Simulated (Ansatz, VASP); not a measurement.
## HfWS4: VASP beside Ansatz

```
Hf W S
1.0
     4.31056    0.00000    0.00000
    -2.15528    3.73306    0.00000
     0.00000    0.00000    5.90003
Hf W S
1 1 4
Cartesian
  0.0000 0.0000 2.9500
  0.0000 0.0000 0.0000
  0.0000 2.4887 4.4888
  0.0000 2.4887 1.4113
  2.1553 1.2444 4.4888
  2.1553 1.2444 1.4113
```

Change from the starting cell: species swapped into the NbVB4 type (P6/mmm, No. 191).

Alike in both runs: task relaxation of cell and atoms; functional PBE; k mesh 6 × 6 × 4; occupations gaussian, width 0.1 eV; no spin polarisation.

|  | VASP | Ansatz |
| --- | --- | --- |
| version | VASP 6.6.1 | Ansatz 0.2.0 |
| potentials or method | VASP PAW PBE potentials, release 64 (Hf_pv, W_sv, S), cutoff 600 eV | scalar-relativistic, plane waves, PAW |
| valence electrons in the cell | 48 | 64 |

Ansatz gave:

| Quantity | Value |
| --- | --- |
| gap on the k mesh at the Fermi level, each at its own relaxed structure (eV) | none |
| relaxed volume (Å³/atom) | 15.85 |
| relaxed length of the cell vector where the two differ most in proportion (Å) | 5.920 |

Task: What did VASP give for the same quantities?

Result: gap on the k mesh at the Fermi level, each at its own relaxed structure (eV): none; relaxed volume (Å³/atom): 15.76; relaxed length of the cell vector where the two differ most in proportion (Å): 5.903.

A gap of «none» marks a metal or a gap that the smearing closes. VASP's potentials hold 48 valence electrons a cell and Ansatz's 64, so a difference there can come from the potentials and not from the codes.

Neither program's run includes spin-orbit coupling.
